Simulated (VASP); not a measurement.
# BiOs: single point with r2SCAN

Crystal: BiOs.

```
Os Bi
1.0
     0.00000    2.75257    2.75257
     2.75257    0.00000    2.75257
     2.75257    2.75257    0.00000
Os Bi
1 1
Direct
  0.50000 0.50000 0.50000
  0.00000 0.00000 0.00000
```

```json
{
 "Program": "VASP 6.6.1",
 "Task": "single point",
 "Functional": "r2SCAN",
 "Potentials or basis": "VASP PAW PBE potentials, release 64 (Os, Bi_d)",
 "Cutoff": "520 eV",
 "k mesh": "10 × 10 × 10",
 "Occupations": "gaussian, width 0.05 eV",
 "Spin": "no spin polarisation"
}
```

```yaml
Pressure: 3.6 GPa
Band_gap_on_the_k_mesh: zero (an odd number of electrons rules out a gap without spin polarisation)
```

Levels at points of the mesh, in eV from the Fermi level:
```tsv
k point	band 9	band 10	band 11	band 12	band 13	band 14
(0.00, 0.00, 0.00)	-1.66	-1.04	-1.04	2.10	2.10	2.10
(0.50, 0.00, 0.00)	-3.80	-0.67	-0.67	-0.31	4.87	7.20
(0.50, 0.50, 0.00)	-1.04	-1.04	-0.51	-0.16	-0.16	0.40
```

It took 83 s on 1 thread of Intel(R) Xeon(R) 6975P-C (Granite Rapids) (shared host), peak memory 0.19 GiB.

Caveat: the cell stands under pressure; the PAW data sets were made with another functional, which shifts forces and pressure a little; spin-orbit coupling is left out, which moves the levels of the heavy elements.
